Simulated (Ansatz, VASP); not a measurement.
# TlCl: VASP beside Ansatz

```
CELL_PARAMETERS angstrom
3.83703 0.00000 0.00000
0.00000 3.83703 0.00000
0.00000 0.00000 3.83703
ATOMIC_POSITIONS crystal
Tl 0.00000 0.00000 0.00000
Cl 0.50000 0.50000 0.50000
```

Alike in both runs: functional r2SCAN; k mesh 8 × 8 × 8; occupations gaussian, width 0.02 eV; no spin polarisation.

Ansatz relaxed the structure, and its values are those at the end. VASP's run is a single point on that final structure, the one shown.

```csv
,VASP,Ansatz
version,VASP 6.6.1,Ansatz 0.2.0
potentials or method,"VASP PAW PBE potentials, release 64 (Tl_d, Cl), cutoff 550 eV","scalar-relativistic, plane waves, PAW"
valence electrons in the cell,20,20
```

Ansatz gave:

| Quantity | Value |
| --- | --- |
| gap on the k mesh at the Fermi level (eV) | 2.50 |
| least direct gap on the mesh (eV) | 2.50 |
| pressure (GPa) | 0.0 |

Task: What did VASP give for the same quantities?

Result: gap on the k mesh at the Fermi level (eV): 2.51; least direct gap on the mesh (eV): 2.51; pressure (GPa): 0.0.

VASP's potentials were made for PBE, not for r2SCAN. The functional is the same, so the differences come from potentials, cutoffs and numerics.

Neither program's run includes spin-orbit coupling.
